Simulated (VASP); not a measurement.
# Mg (Pm-3m) in VASP: further runs

The runs below take Mg through single point, relaxation of cell and atoms, with RPBE.

Program: VASP 6.6.1. These are calculated values, not measurements. Logs are shortened: lines on timing, memory, paths and dates and some standing lists are left out, and cuts for length are marked.

### Step 1. The cell of the first run

It takes space group Pm-3m (No. 221, cubic). Conventional cell: a = 3.172 Å, b = 3.172 Å, c = 3.172 Å, α = 90.00°, β = 90.00°, γ = 90.00°. Within 4.2 Å of Mg (site symmetry m-3m) lie 6 Mg at 3.17 Å.

### Step 2. Single point, RPBE (volume scaled by 1.12)

Input file INCAR:

```
  PREC = Accurate
  ENCUT = 520
  EDIFF = 1E-6
  ISMEAR = -1
  SIGMA = 0.1
  LREAL = False
  LASPH = True
  NELM = 100
  ALGO = Normal
  ISIF = 2
  LWAVE = False
  LCHARG = False
  GGA = RP
  NBANDS = 7
```

Input file KPOINTS:

```
regular mesh
0
Gamma
  12 12 12
```

Input file POSCAR:

```
Mg
1.0
    3.1719467573      0.0000000000      0.0000000000
    0.0000000000      3.1719467573      0.0000000000
    0.0000000000      0.0000000000      3.1719467573
Mg
1
Direct
    0.0000000000      0.0000000000      0.0000000000
```

Potentials or basis: VASP PAW PBE potentials, release 64 (Mg).

Launch:

```bash
$ cat potpaw_PBE.64/Mg/POTCAR > POTCAR
$ mpirun -np 1 vasp_std > vasp.out
```

OUTCAR:

```text
PREC = Accurate
   ENCUT = 520
   EDIFF = 1E-6
   ISMEAR = -1
   LREAL = False
   LASPH = True
   NELM = 100
   ISIF = 2
   GGA = RP

 ion  position               nearest neighbor table
   1  0.000  0.000  0.000-

  LATTYP: Found a simple cubic cell.
 ALAT       =     3.1719467573

  Lattice vectors:

 A1 = (   3.1719467573,   0.0000000000,   0.0000000000)
 A2 = (   0.0000000000,   3.1719467573,   0.0000000000)
 A3 = (   0.0000000000,   0.0000000000,   3.1719467573)

Analysis of symmetry for initial positions (statically):
=====================================================================
 Subroutine PRICEL returns:
 Original cell was already a primitive cell.

 Routine SETGRP: Setting up the symmetry group for a
 simple cubic supercell.

 Subroutine GETGRP returns: Found 48 space group operations
 (whereof 48 operations were pure point group operations)
 out of a pool of 48 trial point group operations.

The static configuration has the point symmetry O_h .

Analysis of symmetry for dynamics (positions and initial velocities):
=====================================================================
 Subroutine PRICEL returns:
 Original cell was already a primitive cell.

 Routine SETGRP: Setting up the symmetry group for a
 simple cubic supercell.

 Subroutine GETGRP returns: Found 48 space group operations
 (whereof 48 operations were pure point group operations)
 out of a pool of 48 trial point group operations.

The dynamic configuration has the point symmetry O_h .

 Subroutine INISYM returns: Found 48 space group operations
 (whereof 48 operations are pure point group operations),
 and found     1 'primitive' translations

----------------------------------------------------------------------------------------

                                     Primitive cell

  volume of cell :      31.9137

  direct lattice vectors                    reciprocal lattice vectors
     3.171946757  0.000000000  0.000000000     0.315263804  0.000000000  0.000000000
     0.000000000  3.171946757  0.000000000     0.000000000  0.315263804  0.000000000
     0.000000000  0.000000000  3.171946757     0.000000000  0.000000000  0.315263804

  length of vectors
     3.171946757  3.171946757  3.171946757     0.315263804  0.315263804  0.315263804

  position of ions in fractional coordinates (direct lattice)
     0.000000000  0.000000000  0.000000000

  ion indices of the primitive-cell ions
   primitive index   ion index
                 1           1

----------------------------------------------------------------------------------------

 KPOINTS: regular mesh

Automatic generation of k-mesh.
 Grid dimensions read from file:
 generate k-points for:   12   12   12

 Generating k-lattice:

  Cartesian coordinates                     Fractional coordinates (reciprocal lattice)
     0.026271984  0.000000000  0.000000000     0.083333333  0.000000000  0.000000000
     0.000000000  0.026271984  0.000000000     0.000000000  0.083333333  0.000000000
     0.000000000  0.000000000  0.026271984     0.000000000  0.000000000  0.083333333

  Length of vectors
     0.026271984  0.026271984  0.026271984

  Shift w.r.t. Gamma in fractional coordinates (k-lattice)
     0.000000000  0.000000000  0.000000000

 Subroutine IBZKPT returns following result:
 ===========================================

 Found     84 irreducible k-points:

 Following reciprocal coordinates:
            Coordinates               Weight
  0.000000  0.000000  0.000000      1.000000
  0.083333  0.000000  0.000000      6.000000
  0.166667  0.000000  0.000000      6.000000
  0.250000  0.000000  0.000000      6.000000
  0.333333  0.000000  0.000000      6.000000
  0.416667  0.000000  0.000000      6.000000
[... 16 lines left out ...]
  0.333333  0.333333  0.000000     12.000000
  0.416667  0.333333  0.000000     24.000000
 [... further k-points ...]
   k-points           NKPTS =     84   k-points in BZ     NKDIM =     84   number of bands    NBANDS=      7
   number of dos      NEDOS =    301   number of ions     NIONS =      1
   total plane-waves  NPLWV =  13824
   dimension x,y,z NGX =    24 NGY =   24 NGZ =   24
   dimension x,y,z NGXF=    48 NGYF=   48 NGZF=   48
   ions per type =               1
   NGX,Y,Z   is equivalent  to a cutoff of  12.58, 12.58, 12.58 a.u.
   NGXF,Y,Z  is equivalent  to a cutoff of  25.16, 25.16, 25.16 a.u.
 SYSTEM =  unknown system
   PREC   = accura    normal or accurate (medium, high low for compatibility)
   ISTART =      0    job   : 0-new  1-cont  2-samecut
   ICHARG =      2    charge: 1-file 2-atom 10-const
   ISPIN  =      1    spin polarized calculation?
   LNONCOLLINEAR =      F non collinear calculations
   LSORBIT =      F    spin-orbit coupling
   LASPH  =      T    aspherical Exc in radial PAW
   ENCUT  =  520.0 eV  38.22 Ry    6.18 a.u.   5.90  5.90  5.90*2*pi/ulx,y,z
   NELM   =    100;   NELMIN=  2; NELMDL= -5     # of ELM steps
   EDIFF  = 0.1E-05   stopping-criterion for ELM
   LREAL  =      F    real-space projection
   EDIFFG = 0.1E-04   stopping-criterion for IOM
   NSW    =      0    number of steps for IOM
   IBRION =     -1    ionic relax: 0-MD 1-quasi-New 2-CG
   NFREE  =      0    steps in history (QN), initial steepest desc. (CG)
   ISIF   =      2    stress and relaxation
   ISYM   =      2    0-nonsym 1-usesym 2-fastsym
   POTIM  = 0.5000    time-step for ionic-motion
   TEBEG  =    0.0;   TEEND  =   0.0 temperature during run
   PSTRESS=    0.0 pullay stress
   NELECT =       2.0000    total number of electrons
   NUPDOWN=      -1.0000    fix difference up-down
   EMIN   =  10.00;   EMAX   =-10.00  energy-range for DOS
   EFERMI =   0.00;   METHOD = LEGACY
   ISMEAR =    -1;   SIGMA  =   0.10  broadening in eV -4-tet -1-fermi 0-gaus
   EFERMI_NEDOS =   21; number of points for ismear=-14 and -15
   IALGO  =     38    algorithm
   IMIX   =      4    mixing-type and parameters
     AMIX     =   0.40;   BMIX     =  1.00
     AMIX_MAG =   1.60;   BMIX_MAG =  1.00
  volume/ion in A,a.u.               =      31.91       215.36
  Fermi-wavevector in a.u.,A,eV,Ry     =   0.650268  1.228828  5.753200  0.422848
  Thomas-Fermi vector in A             =   1.719491
   LORBIT       =      0    0 simple, 1 ext, 2 COOP (PROOUT), +10 PAW based schemes
   GGA     = RP    functional components
   LHFCALC =     F    Hartree Fock is set to
   AEXX    =    0.0000 exact exchange contribution
   IVDW    =     0    specifies the selected vdW correction
   LEPSILON=     F    determine dielectric tensor
   LRPA    =     F    only Hartree local field effects (RPA)
 non-spin polarized calculation
  energy-cutoff  :      520.00
  volume of cell :       31.91
 maximum number of plane-waves:       912
 NGX is ok and might be reduce to    24
   NGX = 11   NGY = 11   NGZ = 11

 number of electron       2.0000000 magnetization

 Free energy of the ion-electron system (eV)
  ---------------------------------------------------
  ext. energy  EPLUGINS =         0.00000000
  ---------------------------------------------------
  free energy    TOTEN  =        -0.94505603 eV

  energy without entropy =       -0.92768219  energy(sigma->0) =       -0.93636911

 E-fermi :   1.1190     XC(G=0):  -7.4090

 val. band max:        1.0313498630   @ k =   0.4167   0.1667   0.0833
 cond. band min:       1.1264624691   @ k =   0.5000   0.3333   0.0833
 fundamental gap:      0.0951126061
 Fermi energy:         1.1190028990

 k-point     1 :       0.0000    0.0000    0.0000
  band No.  band energies     occupation
      1      -4.4692      2.00000
      2       8.7662      0.00000
      3       8.7662      0.00000
      4       9.7000      0.00000
      5       9.7000      0.00000
      6       9.7000      0.00000
      7      13.6060      0.00000

 k-point     2 :       0.0833    0.0000    0.0000
  band No.  band energies     occupation
      1      -4.3659      2.00000
      2       7.2827      0.00000
      3       8.8573      0.00000
      4       9.7890      0.00000
      5       9.7890      0.00000
      6      10.8829      0.00000
      7      14.1529      0.00000

 k-point     3 :       0.1667    0.0000    0.0000
  band No.  band energies     occupation
      1      -4.0568      2.00000
      2       5.4155      0.00000
      3       9.1266      0.00000
      4      10.0561      0.00000
      5      10.0561      0.00000
      6      11.8775      0.00000
      7      15.7380      0.00000

 k-point     4 :       0.2500    0.0000    0.0000
  band No.  band energies     occupation
      1      -3.5442      2.00000
      2       3.6356      0.00000
      3       9.5590      0.00000
      4      10.5009      0.00000
      5      10.5009      0.00000
      6      12.6234      0.00000
      7      17.0071      0.00000

 k-point     5 :       0.3333    0.0000    0.0000
  band No.  band energies     occupation
      1      -2.8327      2.00000
      2       2.0015      0.00029
      3      10.1132      0.00000
      4      11.1217      0.00000
      5      11.1217      0.00000
      6      13.3717      0.00000
      7      15.4966      0.00000
[... 161 lines left out ...]
 k-point    22 :       0.5000    0.2500    0.0000
  band No.  band energies     occupation
      1      -0.1645      1.99999
      2       0.3758      1.99882
      3       6.7797      0.00000
      4       7.6763      0.00000
      5      13.3491      0.00000
      6      14.0847      0.00000
      7      14.6770      0.00000

 k-point    23 :       0.3333    0.3333    0.0000
  band No.  band energies     occupation
      1      -1.2126      2.00000
      2       3.1246      0.00000
      3       4.0773      0.00000
      4       8.3025      0.00000
      5      12.5143      0.00000
      6      13.8620      0.00000
      7      16.3056      0.00000

 k-point    24 :       0.4167    0.3333    0.0000
  band No.  band energies     occupation
      1      -0.3226      2.00000
      2       2.0563      0.00017
      3       4.5406      0.00000
      4       6.9314      0.00000
      5      13.2721      0.00000
      6      14.7165      0.00000
      7      15.4295      0.00000

 [... further k-points ...]

------------------------ aborting loop because EDIFF is reached ----------------------------------------

  FORCE on cell =-STRESS in cart. coord.  units (eV):
  Direction    XX          YY          ZZ          XY          YZ          ZX
  --------------------------------------------------------------------------------------
  -------------------------------------------------------------------------------------
  Total       -0.3962479     -0.3962479     -0.3962479      0.0000000      0.0000000     -0.0000000
  in kB      -19.8929798    -19.8929798    -19.8929798      0.0000000      0.0000000     -0.0000000
  external PRESSURE =     -19.8929798 kB  Pullay stress =       0.0000000 kB

 VOLUME and BASIS-vectors are now :
 -----------------------------------------------------------------------------
  energy-cutoff  :      520.00
  volume of cell :       31.91
      direct lattice vectors                 reciprocal lattice vectors
     3.171946757  0.000000000  0.000000000     0.315263804  0.000000000  0.000000000
     0.000000000  3.171946757  0.000000000     0.000000000  0.315263804  0.000000000
     0.000000000  0.000000000  3.171946757     0.000000000  0.000000000  0.315263804

 POSITION                                       TOTAL-FORCE (eV/Angst)
 -----------------------------------------------------------------------------------
      0.00000      0.00000      0.00000         0.000000      0.000000      0.000000
 -----------------------------------------------------------------------------------
    total drift:                               -0.000000      0.000000     -0.000000

  FREE ENERGIE OF THE ION-ELECTRON SYSTEM (eV)
  ---------------------------------------------------
  free  energy   TOTEN  =        -0.9450560334 eV

  energy  without entropy=       -0.9276821868  energy(sigma->0) =       -0.93636911
```

Wall time 14 s (1 thread of Intel Xeon 6975P-C, shared host); peak memory 0.14 GiB.

What came out:

```yaml
Free_energy: -0.9451 eV
Pressure: -2.0 GPa
Band_gap_on_the_k_mesh: zero (band 1 reaches 5.16 eV, above the bottom of band 2 at -0.49 eV)
```

Levels at points of the mesh, in eV from the Fermi level:
| k point | band 1 | band 2 | band 3 | band 4 |
| --- | --- | --- | --- | --- |
| (0.00, 0.00, 0.00) | -5.59 | 7.65 | 7.65 | 8.58 |
| (0.50, 0.00, 0.00) | -2.21 | -1.60 | 9.83 | 11.50 |
| (0.50, 0.50, 0.00) | 1.25 | 1.25 | 1.61 | 2.78 |
| (0.50, 0.50, 0.50) | 4.04 | 4.04 | 4.04 | 5.48 |

Caveat: the cell differs from its parent crystal (volume scaled by 1.12); the PAW data sets were made with another functional, which shifts forces and pressure a little.

### Step 3. Relaxation of cell and atoms, RPBE

This run uses another cell than the first one, of 25.10 Å³/atom, 0.786 times its volume.

Input file INCAR:

```
PREC = Accurate
ENCUT = 600
EDIFF = 1E-6
ISMEAR = -1
SIGMA = 0.1
LREAL = False
LASPH = True
NELM = 80
ALGO = Normal
ISIF = 3
LWAVE = False
LCHARG = False
GGA = RP
IBRION = 2
NSW = 80
EDIFFG = -0.01
```

Input file KPOINTS:

```
regular mesh
0
Gamma
  11 11 11
```

Input file POSCAR:

```
Mg
1.0
    2.9277513048      0.0000000000      0.0000000000
    0.0000000000      2.9277513048      0.0000000000
    0.0000000000      0.0000000000      2.9277513048
Mg
1
Direct
    0.0000000000      0.0000000000      0.0000000000
```

Potentials or basis: VASP PAW PBE potentials, release 64 (Mg).

Launch:

```bash
$ cat potpaw_PBE.64/Mg/POTCAR > POTCAR
$ mpirun -np 1 vasp_std > vasp.out
```

It took 20 s on 1 thread of Intel Xeon 6975P-C, shared host; peak memory 0.14 GiB.

It converged, with:

| Quantity | Value |
| --- | --- |
| Free energy | -0.9756 eV |
| Relaxed volume | 28.39 Å³/atom |
| Relaxed cell | a = 3.051 Å, b = 3.051 Å, c = 3.051 Å, α = 90.00°, β = 90.00°, γ = 90.00° |
| Space group after relaxing (to 0.05 Å) | Pm-3m (No. 221) |
| Energy gained by relaxing | 31.4 meV/atom |
| Ionic steps | 4 |
| Pressure after relaxing | 0.0 GPa |
| Band gap on the k mesh | zero (band 1 reaches 4.99 eV, above the bottom of band 2 at 0.33 eV) |

Step by step:
| step | energy change (eV) | largest force (eV/Å) | pressure (GPa) | volume (Å³) |
| --- | --- | --- | --- | --- |
| 1 | 0.0000 | 0.0000 | 3.40 | 25.10 |
| 2 | -0.0271 | 0.0000 | 1.12 | 27.08 |
| 3 | -0.0311 | 0.0000 | -0.23 | 28.69 |
| 4 | -0.0314 | 0.0000 | -0.02 | 28.39 |

Final structure:
```
CELL_PARAMETERS angstrom
3.05073 0.00000 0.00000
0.00000 3.05073 0.00000
0.00000 0.00000 3.05073
ATOMIC_POSITIONS crystal
Mg 0.00000 0.00000 0.00000
```

Levels at points of the mesh, in eV from the Fermi level:
```
           k point  band 1  band 2  band 3  band 4  band 5
(0.00, 0.00, 0.00)   -6.03    8.03    8.03    9.33    9.33
```

Caveat: the PAW data sets were made with another functional, which shifts forces and pressure a little.

### Step 4. Single point, RPBE

This run uses another cell than the first one, of 28.49 Å³/atom, 0.893 times its volume.

Input file INCAR:

```
  PREC = Accurate
  ENCUT = 520
  EDIFF = 1E-6
  ISMEAR = -1
  SIGMA = 0.1
  LREAL = False
  LASPH = True
  NELM = 100
  ALGO = Normal
  ISIF = 2
  LWAVE = False
  LCHARG = False
  GGA = RP
  NBANDS = 7
```

Input file KPOINTS:

```
Automatic mesh
0
Gamma
  17 17 17
```

Input file POSCAR:

```
Mg
1.0
    3.0543575930      0.0000000000      0.0000000000
    0.0000000000      3.0543575930      0.0000000000
    0.0000000000      0.0000000000      3.0543575930
Mg
1
Direct
    0.0000000000      0.0000000000      0.0000000000
```

Launch:

```bash
$ cat potpaw_PBE.64/Mg/POTCAR > POTCAR
$ mpirun -np 1 vasp_std > vasp.out
```

Wall time 33 s (1 thread of Intel Xeon 6975P-C, shared host); peak memory 0.15 GiB.

The run converged. Its results:

- Free energy: -0.9692 eV
- Pressure: -0.1 GPa
- Band gap on the k mesh: zero (band 1 reaches 5.49 eV, above the bottom of band 2 at 0.07 eV)

Levels at points of the mesh, in eV from the Fermi level:
```tsv
k point	band 1	band 2	band 3	band 4
(0.00, 0.00, 0.00)	-6.02	8.01	8.01	9.30
```

Caveat: the PAW data sets were made with another functional, which shifts forces and pressure a little.

### Step 5. The runs side by side

| task | cell | k mesh | cutoff (eV) | gap on the mesh (eV) | pressure (GPa) |
| --- | --- | --- | --- | --- | --- |
| single point | a = 3.172 Å, 1 atom | 12 × 12 × 12 | 520 | none | -2.0 |
| relaxation of cell and atoms | relaxed from a = 2.928 Å, 1 atom | 11 × 11 × 11 | 600 | none | 0.0 |
| single point | a = 3.054 Å, 1 atom | 17 × 17 × 17 | 520 | none | -0.1 |

Alike in all rows: level RPBE; potentials or basis VASP PAW PBE potentials, release 64 (Mg); no spin polarisation; smearing fermi-dirac 0.1 eV.

Caveats: the PAW data sets were made with another functional, which shifts forces and pressure a little.

Absolute energies hang on the potentials; compare differences alone.
